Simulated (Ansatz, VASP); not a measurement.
## Zn3Se: VASP beside Ansatz

The input INCAR:

```
PREC     = Accurate       # precision mode
ENCUT    = 500            # plane-wave cutoff, eV
EDIFF    = 1E-6           # SCF threshold, eV
ISMEAR   = 0              # smearing method
SIGMA    = 0.1            # smearing width, eV
LREAL    = False          # projectors in reciprocal space
LASPH    = True           # aspherical terms in the spheres
NELM     = 120            # most SCF steps
ALGO     = Normal         # electronic algorithm
ISIF     = 2              # what is computed and relaxed
LWAVE    = False          # write WAVECAR
LCHARG   = False          # write CHGCAR
GGA      = PE             # functional
NBANDS   = 52             # bands
GGA_COMPAT= False
```

File KPOINTS:

```
Automatic mesh
0
Gamma
  4 4 4
```

The input POSCAR:

```
Zn3Se
1.0
    5.2129888184      0.0000000000      0.0000000000
    0.0000000000      5.2129888184      0.0000000000
    0.0000000000      0.0000000000      5.2129888184
Zn Se
6 2
Direct
    0.0000000000      0.5000000000      0.2500000000
    0.0000000000      0.5000000000      0.7500000000
    0.2500000000      0.0000000000      0.5000000000
    0.7500000000      0.0000000000      0.5000000000
    0.5000000000      0.7500000000      0.0000000000
    0.5000000000      0.2500000000      0.0000000000
    0.0000000000      0.0000000000      0.0000000000
    0.5000000000      0.5000000000      0.5000000000
```

Input for Ansatz:

```yaml
crystal:
  lattice:
    - [5.2129888184, 0.0, 0.0]
    - [0.0, 5.2129888184, 0.0]
    - [0.0, 0.0, 5.2129888184]
  atoms:
    - { symbol: Zn, position: [0.0, 0.5, 0.25] }
    - { symbol: Zn, position: [0.0, 0.5, 0.75] }
    - { symbol: Zn, position: [0.25, 0.0, 0.5] }
    - { symbol: Zn, position: [0.75, 0.0, 0.5] }
    - { symbol: Zn, position: [0.5, 0.75, 0.0] }
    - { symbol: Zn, position: [0.5, 0.25, 0.0] }
    - { symbol: Se, position: [0.0, 0.0, 0.0] }
    - { symbol: Se, position: [0.5, 0.5, 0.5] }
basis:
  ecutwfc: 420
kpoints:
  mp_grid: { grid: [4, 4, 4] }
hamiltonian:
  xc: pbe
scf:
  occupations: { method: gaussian, width: 0.1 }
  lower_state_search: "off"
output:
  forces: true
  stress: true
  eigenvalues: true
```

Alike in both runs: task single point; functional PBE; k mesh 4 × 4 × 4; occupations gaussian, width 0.1 eV; no spin polarisation.

|  | VASP | Ansatz |
| --- | --- | --- |
| version | VASP 6.6.1 | Ansatz 0.2.0 |
| potentials or method | VASP PAW PBE potentials, release 64 (Zn, Se), cutoff 500 eV | scalar-relativistic, plane waves, PAW |
| valence electrons in the cell | 84 | 104 |

|  | VASP | Ansatz | Ansatz less VASP |
| --- | --- | --- | --- |
| gap on the k mesh at the Fermi level (eV) | none | none | - |
| pressure (GPa) | 2.4 | 2.3 | -0.11 |

A gap of «none» marks a metal or a gap that the smearing closes. VASP's potentials hold 84 valence electrons a cell and Ansatz's 104, so a difference there can come from the potentials and not from the codes.
